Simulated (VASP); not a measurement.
# Sr (Fm-3m) in VASP: further runs

Sr is run at these levels: PBE; tasks: single point.

Everything below comes from runs of VASP 6.6.1. Logs are shortened: lines on timing, memory, paths and dates and some standing lists are left out, and cuts for length are marked.

## (1) The cell of the first run

The structure is cubic, space group Fm-3m (No. 225). Conventional cell: a = 6.038 Å, b = 6.038 Å, c = 6.038 Å, α = 90.00°, β = 90.00°, γ = 90.00°. Within 5.6 Å of Sr (site symmetry m-3m) lie 12 Sr at 4.27 Å.

## (2) Single point, PBE

Contents of INCAR:

```
  ALGO = Normal
  EDIFF = 1E-6
  ENCUT = 520
  GGA = PE
  ISIF = 2
  ISMEAR = 0
  LASPH = True
  LCHARG = False
  LREAL = False
  LWAVE = False
  NBANDS = 11
  NELM = 60
  PREC = Accurate
  SIGMA = 0.3
```

Contents of KPOINTS:

```
k-points
0
Gamma
  9 9 9
```

Contents of POSCAR:

```
Sr
1.0
    0.0000000000      3.0191365063      3.0191365063
    3.0191365063      0.0000000000      3.0191365063
    3.0191365063      3.0191365063      0.0000000000
Sr
1
Direct
    0.0000000000      0.0000000000      0.0000000000
```

Potentials or basis: VASP PAW PBE potentials, release 64 (Sr_sv).

The run is started by

```
> cat potpaw_PBE.64/Sr_sv/POTCAR > POTCAR
> mpirun -np 1 vasp_std > vasp.out
```

OUTCAR:

```text
EDIFF = 1E-6
   ENCUT = 520
   GGA = PE
   ISIF = 2
   ISMEAR = 0
   LASPH = True
   LREAL = False
   NELM = 60
   PREC = Accurate

 ion  position               nearest neighbor table
   1  0.000  0.000  0.000-

  LATTYP: Found a face centered cubic cell.
 ALAT       =     6.0382730126

  Lattice vectors:

 A1 = (   0.0000000000,   3.0191365063,   3.0191365063)
 A2 = (   3.0191365063,   0.0000000000,   3.0191365063)
 A3 = (   3.0191365063,   3.0191365063,   0.0000000000)

Analysis of symmetry for initial positions (statically):
=====================================================================
 Subroutine PRICEL returns:
 Original cell was already a primitive cell.

 Routine SETGRP: Setting up the symmetry group for a
 face centered cubic supercell.

 Subroutine GETGRP returns: Found 48 space group operations
 (whereof 48 operations were pure point group operations)
 out of a pool of 48 trial point group operations.

The static configuration has the point symmetry O_h .

Analysis of symmetry for dynamics (positions and initial velocities):
=====================================================================
 Subroutine PRICEL returns:
 Original cell was already a primitive cell.

 Routine SETGRP: Setting up the symmetry group for a
 face centered cubic supercell.

 Subroutine GETGRP returns: Found 48 space group operations
 (whereof 48 operations were pure point group operations)
 out of a pool of 48 trial point group operations.

The dynamic configuration has the point symmetry O_h .

 Subroutine INISYM returns: Found 48 space group operations
 (whereof 48 operations are pure point group operations),
 and found     1 'primitive' translations

----------------------------------------------------------------------------------------

                                     Primitive cell

  volume of cell :      55.0400

  direct lattice vectors                    reciprocal lattice vectors
     0.000000000  3.019136506  3.019136506    -0.165610266  0.165610266  0.165610266
     3.019136506  0.000000000  3.019136506     0.165610266 -0.165610266  0.165610266
     3.019136506  3.019136506  0.000000000     0.165610266  0.165610266 -0.165610266

  length of vectors
     4.269703794  4.269703794  4.269703794     0.286845395  0.286845395  0.286845395

  position of ions in fractional coordinates (direct lattice)
     0.000000000  0.000000000  0.000000000

  ion indices of the primitive-cell ions
   primitive index   ion index
                 1           1

----------------------------------------------------------------------------------------

 KPOINTS: k-points

Automatic generation of k-mesh.
 Grid dimensions read from file:
 generate k-points for:    9    9    9

 Generating k-lattice:

  Cartesian coordinates                     Fractional coordinates (reciprocal lattice)
    -0.018401141  0.018401141  0.018401141     0.111111111  0.000000000  0.000000000
     0.018401141 -0.018401141  0.018401141     0.000000000  0.111111111  0.000000000
     0.018401141  0.018401141 -0.018401141     0.000000000  0.000000000  0.111111111

  Length of vectors
     0.031871711  0.031871711  0.031871711

  Shift w.r.t. Gamma in fractional coordinates (k-lattice)
     0.000000000  0.000000000  0.000000000

 Subroutine IBZKPT returns following result:
 ===========================================

 Found     35 irreducible k-points:

 Following reciprocal coordinates:
            Coordinates               Weight
  0.000000  0.000000  0.000000      1.000000
  0.111111  0.000000  0.000000      8.000000
  0.222222  0.000000  0.000000      8.000000
  0.333333  0.000000  0.000000      8.000000
  0.444444  0.000000  0.000000      8.000000
  0.111111  0.111111  0.000000      6.000000
[... 16 lines left out ...]
 -0.333333  0.333333  0.000000     12.000000
  0.444444  0.444444  0.000000      6.000000
 [... further k-points ...]
   k-points           NKPTS =     35   k-points in BZ     NKDIM =     35   number of bands    NBANDS=     11
   number of dos      NEDOS =    301   number of ions     NIONS =      1
   total plane-waves  NPLWV =  32768
   dimension x,y,z NGX =    32 NGY =   32 NGZ =   32
   dimension x,y,z NGXF=    64 NGYF=   64 NGZF=   64
   ions per type =               1
   NGX,Y,Z   is equivalent  to a cutoff of  12.46, 12.46, 12.46 a.u.
   NGXF,Y,Z  is equivalent  to a cutoff of  24.92, 24.92, 24.92 a.u.
 SYSTEM =  unknown system
   PREC   = accura    normal or accurate (medium, high low for compatibility)
   ISTART =      0    job   : 0-new  1-cont  2-samecut
   ICHARG =      2    charge: 1-file 2-atom 10-const
   ISPIN  =      1    spin polarized calculation?
   LNONCOLLINEAR =      F non collinear calculations
   LSORBIT =      F    spin-orbit coupling
   LASPH  =      T    aspherical Exc in radial PAW
   ENCUT  =  520.0 eV  38.22 Ry    6.18 a.u.   7.94  7.94  7.94*2*pi/ulx,y,z
   NELM   =     60;   NELMIN=  2; NELMDL= -5     # of ELM steps
   EDIFF  = 0.1E-05   stopping-criterion for ELM
   LREAL  =      F    real-space projection
[... 7 lines left out ...]
   TEBEG  =    0.0;   TEEND  =   0.0 temperature during run
   PSTRESS=    0.0 pullay stress
   NELECT =      10.0000    total number of electrons
   NUPDOWN=      -1.0000    fix difference up-down
   EMIN   =  10.00;   EMAX   =-10.00  energy-range for DOS
   EFERMI =   0.00;   METHOD = LEGACY
   ISMEAR =     0;   SIGMA  =   0.30  broadening in eV -4-tet -1-fermi 0-gaus
   EFERMI_NEDOS =   21; number of points for ismear=-14 and -15
   IALGO  =     38    algorithm
   IMIX   =      4    mixing-type and parameters
     AMIX     =   0.40;   BMIX     =  1.00
     AMIX_MAG =   1.60;   BMIX_MAG =  1.00
  volume/ion in A,a.u.               =      55.04       371.43
  Fermi-wavevector in a.u.,A,eV,Ry     =   0.927218  1.752189 11.697393  0.859734
  Thomas-Fermi vector in A             =   2.053265
   LORBIT       =      0    0 simple, 1 ext, 2 COOP (PROOUT), +10 PAW based schemes
   GGA     = PE    functional components
   LHFCALC =     F    Hartree Fock is set to
   AEXX    =    0.0000 exact exchange contribution
   IVDW    =     0    specifies the selected vdW correction
   LEPSILON=     F    determine dielectric tensor
   LRPA    =     F    only Hartree local field effects (RPA)
 non-spin polarized calculation
 Gauss-broadening in eV      SIGMA  =   0.30
  energy-cutoff  :      520.00
  volume of cell :       55.04
 maximum number of plane-waves:      1491
   NGX = 15   NGY = 15   NGZ = 15

 number of electron      10.0000000 magnetization

 Free energy of the ion-electron system (eV)
  ---------------------------------------------------
  ext. energy  EPLUGINS =         0.00000000
  ---------------------------------------------------
  free energy    TOTEN  =        -1.66594802 eV

  energy without entropy =       -1.60582808  energy(sigma->0) =       -1.63588805

 E-fermi :   1.5538     XC(G=0):  -7.3476

 val. band max:        1.5239589630   @ k =  -0.3333   0.4444   0.2222
 cond. band min:       1.6107546296   @ k =  -0.4444   0.2222   0.0000
 fundamental gap:      0.0867956666
 Fermi energy:         1.5537614471

 k-point     1 :       0.0000    0.0000    0.0000
  band No.  band energies     occupation
      1     -35.0373      2.00000
      2     -16.9255      2.00000
      3     -16.9255      2.00000
      4     -16.9255      2.00000
      5      -2.0631      2.00000
      6       3.9244      0.00000
      7       3.9244      0.00000
      8       3.9244      0.00000
      9       5.3907      0.00000
     10       5.3907      0.00000
     11       8.6808      0.00000

 k-point     2 :       0.1111    0.0000    0.0000
  band No.  band energies     occupation
      1     -35.0357      2.00000
      2     -16.9489      2.00000
      3     -16.9287      2.00000
      4     -16.9287      2.00000
      5      -1.8657      2.00000
      6       3.6285      0.00000
      7       4.0125      0.00000
      8       4.0125      0.00000
      9       5.2780      0.00000
     10       5.2780      0.00000
     11       9.1573      0.00000

 k-point     3 :       0.2222    0.0000    0.0000
  band No.  band energies     occupation
      1     -35.0316      2.00000
      2     -17.0074      2.00000
      3     -16.9366      2.00000
      4     -16.9366      2.00000
      5      -1.3073      2.00000
      6       3.0083      0.00000
      7       4.0968      0.00000
      8       4.0968      0.00000
      9       5.2627      0.00000
     10       5.2627      0.00000
     11       8.6043      0.00000

 k-point     4 :       0.3333    0.0000    0.0000
  band No.  band energies     occupation
      1     -35.0269      2.00000
      2     -17.0727      2.00000
      3     -16.9456      2.00000
      4     -16.9456      2.00000
      5      -0.4995      2.00000
      6       2.3545      0.00016
      7       3.9426      0.00000
      8       3.9426      0.00000
      9       5.7369      0.00000
     10       5.7369      0.00000
     11       7.7598      0.00000
[... 239 lines left out ...]
 k-point    22 :      -0.4444    0.3333    0.0000
  band No.  band energies     occupation
      1     -35.0196      2.00000
      2     -17.0849      2.00000
      3     -17.0243      2.00000
      4     -16.9831      2.00000
      5       1.2438      1.85601
      6       1.8687      0.13769
      7       2.5371      0.00000
      8       5.0090      0.00000
      9       5.6383      0.00000
     10       6.4305      0.00000
     11       7.1354      0.00000

 k-point    23 :      -0.3333    0.3333    0.0000
  band No.  band energies     occupation
      1     -35.0200      2.00000
      2     -17.0569      2.00000
      3     -17.0557      2.00000
      4     -16.9724      2.00000
      5       1.3965      1.54161
      6       1.9110      0.09216
      7       2.3548      0.00016
      8       4.6783      0.00000
      9       5.6121      0.00000
     10       5.9164      0.00000
     11       8.1265      0.00000

 k-point    24 :       0.4444    0.4444    0.0000
  band No.  band energies     occupation
      1     -35.0195      2.00000
      2     -17.1037      2.00000
      3     -16.9944      2.00000
      4     -16.9944      2.00000
      5       0.8147      1.99951
      6       1.9668      0.05150
      7       2.6625      0.00000
      8       6.1783      0.00000
      9       6.1783      0.00000
     10       6.3983      0.00000
     11       7.5140      0.00000

 [... further k-points ...]

------------------------ aborting loop because EDIFF is reached ----------------------------------------

  FORCE on cell =-STRESS in cart. coord.  units (eV):
  Direction    XX          YY          ZZ          XY          YZ          ZX
  --------------------------------------------------------------------------------------
  -------------------------------------------------------------------------------------
  Total        0.0117503      0.0117503      0.0117503     -0.0000000      0.0000000      0.0000000
  in kB        0.3420430      0.3420430      0.3420430     -0.0000000      0.0000000      0.0000000
  external PRESSURE =       0.3420430 kB  Pullay stress =       0.0000000 kB

 VOLUME and BASIS-vectors are now :
 -----------------------------------------------------------------------------
  energy-cutoff  :      520.00
  volume of cell :       55.04
      direct lattice vectors                 reciprocal lattice vectors
     0.000000000  3.019136506  3.019136506    -0.165610266  0.165610266  0.165610266
     3.019136506  0.000000000  3.019136506     0.165610266 -0.165610266  0.165610266
     3.019136506  3.019136506  0.000000000     0.165610266  0.165610266 -0.165610266

 POSITION                                       TOTAL-FORCE (eV/Angst)
 -----------------------------------------------------------------------------------
      0.00000      0.00000      0.00000         0.000000     -0.000000     -0.000000
 -----------------------------------------------------------------------------------
    total drift:                                0.000000      0.000000      0.000000

  FREE ENERGIE OF THE ION-ELECTRON SYSTEM (eV)
  ---------------------------------------------------
  free  energy   TOTEN  =        -1.6659480162 eV

  energy  without entropy=       -1.6058280773  energy(sigma->0) =       -1.63588805
```

Wall time 20 s (1 thread of Intel Xeon 8259CL, shared host); peak memory 0.18 GiB.

What came out:

| Quantity | Value |
| --- | --- |
| Free energy | -1.6659 eV |
| Pressure | 0.0 GPa |

Levels at points of the mesh, in eV from the Fermi level:
```csv
k point,band 3,band 4,band 5,band 6,band 7,band 8
"(0.00, 0.00, 0.00)",-18.48,-18.48,-3.62,2.37,2.37,2.37
```

Caveat: so wide a smearing shifts energies and pressures.

## (3) Single point, PBE

Contents of INCAR:

```
PREC     = Accurate       # precision mode
ENCUT    = 520            # plane-wave cutoff, eV
EDIFF    = 1E-7           # SCF threshold, eV
ISMEAR   = 0              # smearing method
SIGMA    = 0.6            # smearing width, eV
LREAL    = False          # projectors in reciprocal space
LASPH    = True           # aspherical terms in the spheres
NELM     = 100            # most SCF steps
ALGO     = Normal         # electronic algorithm
ISIF     = 2              # what is computed and relaxed
LWAVE    = False          # write WAVECAR
LCHARG   = False          # write CHGCAR
GGA      = PE             # functional
NBANDS   = 11             # bands
```

Contents of KPOINTS:

```
regular mesh
0
Gamma
  9 9 9
```

POSCAR is that of step 2.

Potentials or basis: VASP PAW PBE potentials, release 64 (Sr_sv).

The run is started by

```
> cat potpaw_PBE.64/Sr_sv/POTCAR > POTCAR
> mpirun -np 1 vasp_std > vasp.out
```

Run time: 23 s. Hardware: 1 thread of Intel Xeon 8259CL, shared host; peak memory 0.18 GiB.

It converged, with:

```
Free energy : -1.7548 eV
Pressure    : 0.1 GPa
```

Levels at points of the mesh, in eV from the Fermi level:
| k point | band 1 | band 2 | band 3 | band 4 | band 5 | band 6 | band 7 | band 8 | band 9 | band 10 |
| --- | --- | --- | --- | --- | --- | --- | --- | --- | --- | --- |
| (0.00, 0.00, 0.00) | -36.50 | -18.39 | -18.39 | -18.39 | -3.55 | 2.45 | 2.45 | 2.45 | 3.92 | 3.92 |

Caveat: so wide a smearing shifts energies and pressures.

## (4) Single point, PBE

Contents of INCAR:

```
SYSTEM = Sr
ALGO = Normal ; EDIFF = 1E-6
ENCUT = 520 ; GGA = PE
ISIF = 2 ; ISMEAR = 0
LASPH = .True. ; LCHARG = .False.
LREAL = .False. ; LWAVE = .False.
NBANDS = 11 ; NELM = 100
PREC = Accurate ; SIGMA = 1.0
```

Contents of KPOINTS:

```
k-points
0
Gamma
  9 9 9
  0 0 0
```

POSCAR is that of step 3.

The run is started by

```
> cat potpaw_PBE.64/Sr_sv/POTCAR > POTCAR
> mpirun -np 1 vasp_std > vasp.out
```

Wall time 20 s (1 thread of Intel Xeon 8259CL, shared host); peak memory 0.18 GiB.

Results (log left out):

| Property | Result |
| --- | --- |
| Free energy | -1.9664 eV |
| Pressure | 0.2 GPa |

Levels at points of the mesh, in eV from the Fermi level:
| k point | band 2 | band 3 | band 4 | band 5 | band 6 | band 7 | band 8 | band 9 |
| --- | --- | --- | --- | --- | --- | --- | --- | --- |
| (0.00, 0.00, 0.00) | -18.25 | -18.25 | -18.25 | -3.45 | 2.56 | 2.56 | 2.56 | 4.04 |

Caveat: so wide a smearing shifts energies and pressures.

## (5) Single point, PBE

Contents of INCAR:

```
PREC = Accurate
ENCUT = 520
EDIFF = 1E-6
ISMEAR = 1
SIGMA = 0.01
LREAL = F
LASPH = T
NELM = 80
ALGO = Normal
ISIF = 2
LWAVE = F
LCHARG = F
GGA = PE
NBANDS = 11
```

Contents of KPOINTS:

```
Automatic mesh
0
Gamma
  9 9 9
```

POSCAR is that of step 4.

The run is started by

```
> cat potpaw_PBE.64/Sr_sv/POTCAR > POTCAR
> mpirun -np 1 vasp_std > vasp.out
```

Wall time 19 s (1 thread of Intel Xeon 8259CL, shared host); peak memory 0.18 GiB.

The run converged. Its results:

```yaml
Free_energy: -1.6354 eV
Pressure: -0.1 GPa
```

Levels at points of the mesh, in eV from the Fermi level:
```csv
k point,band 2,band 3,band 4,band 5,band 6,band 7,band 8,band 9
"(0.00, 0.00, 0.00)",-18.46,-18.46,-18.46,-3.60,2.39,2.39,2.39,3.86
```

## (6) Single point, PBE

Contents of INCAR:

```
SYSTEM = Sr
PREC = Accurate ; ENCUT = 520
EDIFF = 1E-6 ; ISMEAR = 1
SIGMA = 0.03 ; LREAL = .FALSE.
LASPH = .TRUE. ; NELM = 100
ALGO = Normal ; ISIF = 2
LWAVE = .FALSE. ; LCHARG = .FALSE.
GGA = PE ; NBANDS = 11
```

Contents of KPOINTS:

```
Automatic mesh
0
G
  9 9 9
  0 0 0
```

POSCAR is that of step 5.

Potentials or basis: VASP PAW PBE potentials, release 64 (Sr_sv).

The run is started by

```
> cat potpaw_PBE.64/Sr_sv/POTCAR > POTCAR
> mpirun -np 1 vasp_std > vasp.out
```

It took 19 s on 1 thread of Intel Xeon 8259CL, shared host; peak memory 0.18 GiB.

The run converged. Its results:

```
Free energy : -1.6354 eV
Pressure    : -0.1 GPa
```

Levels at points of the mesh, in eV from the Fermi level:
```csv
k point,band 3,band 4,band 5,band 6,band 7,band 8
"(0.00, 0.00, 0.00)",-18.47,-18.47,-3.61,2.38,2.38,2.38
```

## (7) The runs side by side

```csv
smearing,pressure (GPa)
gaussian 0.3 eV,0.0
gaussian 0.6 eV,0.1
gaussian 1 eV,0.2
methfessel-paxton 0.01 eV,-0.1
methfessel-paxton 0.03 eV,-0.1
```

Alike in all rows: task single point; level PBE; potentials or basis VASP PAW PBE potentials, release 64 (Sr_sv); no spin polarisation; cell as given; k mesh 9 × 9 × 9; cutoff (eV) 520.

Caveats: so wide a smearing shifts energies and pressures (at least some runs).

Absolute energies hang on the potentials; compare differences alone.
